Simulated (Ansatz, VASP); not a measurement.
O in VASP and in Ansatz

```
O
1.0
     0.00000    1.73181    4.39815
     1.73775    0.00000    4.39815
     1.73775    1.73181    0.00000
O
2
Direct
  0.06751 0.06751 0.93249
  0.93249 0.93249 0.06751
```

Change from the starting cell: volume 13.236 Å^3 an atom, stretch along c over the lengths across it, relative to the relaxed cell 0.9415.

Alike in both runs: task single point; functional PBEsol; k mesh 22 × 22 × 22; occupations gaussian, width 0.15 eV; no spin polarisation.

```csv
,VASP,Ansatz
version,VASP 6.6.1,Ansatz 0.2.0
potentials or method,"VASP PAW PBE potentials, release 64 (O), cutoff 600 eV","scalar-relativistic, plane waves, PAW"
valence electrons in the cell,12,12
```

```tsv
	VASP	Ansatz	Ansatz less VASP
gap on the k mesh at the Fermi level (eV)	none	none	-
pressure (GPa)	3.9	0.2	-3.70
traceless stress, the component that is largest in VASP (GPa)	18.14	10.10	-8.036
rms of the force components (eV/Å)	1.814	0.826	-0.9871
```

VASP's potentials were made for PBE, not for PBEsol. Atom by atom the forces differ by 0.987 eV/Å (rms over components). A gap of «none» marks a metal or a gap that the smearing closes.

Noted on VASP's run: the standard files for N, O and F lose accuracy on very short bonds; spin is off for a triplet molecule.
